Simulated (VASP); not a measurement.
Here is a VASP 6.6.1 calculation.

File INCAR:

```
PREC = Accurate ; ENCUT = 520
EDIFF = 1E-6 ; ISMEAR = -1
SIGMA = 0.15 ; LREAL = False
LASPH = True ; NELM = 100
ALGO = Normal ; ISIF = 2
LWAVE = False ; LCHARG = False
NBANDS = 28
```

The input KPOINTS:

```
regular mesh
0
Gamma
  6 6 6
```

File POSCAR:

```
LaPt3
1.0
    4.0054273341      0.0000000000      0.0000000000
    0.0000000000      4.0054273341      0.0000000000
    0.0000000000      0.0000000000      4.0054273341
La Pt
1 3
Direct
    0.0000000000      0.0000000000      0.0000000000
    0.0000000000      0.5000000000      0.5000000000
    0.5000000000      0.0000000000      0.5000000000
    0.5000000000      0.5000000000      0.0000000000
```

Potentials or basis: VASP PAW LDA potentials, release 64 (La, Pt).

Command:

```sh
$ cat potpaw_LDA.64/La/POTCAR potpaw_LDA.64/Pt/POTCAR > POTCAR
$ mpirun -np 1 vasp_std > vasp.out
```

(1) What does it give for the pressure?

Answers

(1) 23.6 GPa.
